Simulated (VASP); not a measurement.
Input of a VASP 6.6.1 run:

File INCAR:

```
SYSTEM = H3Pt2
PREC = Accurate
ENCUT = 570
EDIFF = 1E-7
ISMEAR = 0
SIGMA = 0.1
LREAL = .FALSE.
LASPH = .TRUE.
NELM = 120
ALGO = Normal
ISIF = 3
LWAVE = .FALSE.
LCHARG = .FALSE.
GGA = PE
IBRION = 2
NSW = 90
EDIFFG = -0.04
GGA_COMPAT = .FALSE.
NELMIN = 4
```

KPOINTS

```
Automatic mesh
0
G
  6 6 4
  0 0 0
```

File POSCAR:

```
H3Pt2
1.0
    3.7438247800      0.0000000000      0.0000000000
   -1.8719123900      3.2422473700      0.0000000000
    0.0000000000      0.0000000000      4.5680130100
H Pt
3 2
Direct
    0.0000000000      0.0000000000      0.0000000000
    0.3333333300      0.6666666700      0.3499253400
    0.6666666700      0.3333333300      0.6500746600
    0.3333333300      0.6666666700      0.8395121100
    0.6666666700      0.3333333300      0.1604878900
```

Potentials or basis: VASP PAW PBE potentials, release 64 (H, Pt_sv_GW).

Launch:

```console
$ cat potpaw_PBE.64/H/POTCAR potpaw_PBE.64/Pt_sv_GW/POTCAR > POTCAR
$ mpirun -np 1 vasp_std > vasp.out
```

**Question.** Predict the relaxed cell.

**Answer.** a = 2.999 Å, b = 2.999 Å, c = 5.398 Å, α = 90.00°, β = 90.00°, γ = 120.00°.

**Question.** Predict the space group after relaxing (to 0.1 Å).

**Answer.** P-3m1 (No. 164).

Stress tensor (GPa, compression positive):
```
 0.21  0.00  0.00
 0.00  0.21  0.00
 0.00  0.00 -0.34
```

Caveat: an odd number of electrons without spin polarisation forces a metal; a magnetic or distorted state may lie lower.
